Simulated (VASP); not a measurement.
A run of VASP 6.6.1:

The input INCAR:

```
  ALGO = Normal
  EDIFF = 1E-6
  ENCUT = 600
  GGA = PS
  GGA_COMPAT = F
  ISIF = 2
  ISMEAR = 0
  LASPH = T
  LCHARG = F
  LREAL = F
  LWAVE = F
  NBANDS = 11
  NELM = 120
  PREC = Accurate
  SIGMA = 0.1
```

Contents of KPOINTS:

```
k-points
0
Gamma
  10 10 10
```

The input POSCAR:

```
SiC
1.0
    3.0815713500      0.0000000000      0.0000000000
    1.5407856750      2.6687190727      0.0000000000
    1.5407856750      0.8895730242      2.5160924712
Si C
1 1
Direct
    0.0000000000      0.0000000000      0.0000000000
    0.7500000000      0.7500000000      0.7500000000
```

Potentials or basis: VASP PAW PBE potentials, release 64 (Si, C).

Launch:

```console
$ cat potpaw_PBE.64/Si/POTCAR potpaw_PBE.64/C/POTCAR > POTCAR
$ mpirun -np 1 vasp_std > vasp.out
```

Hardware: 1 thread of Intel Xeon 8259CL, on a shared host.

Q: Estimate the wall time of this run.

A: Run time: 20 s on 1 thread of Intel Xeon 8259CL (shared host), peak memory 0.15 GiB. Counts: scf iterations 12, k points 47.
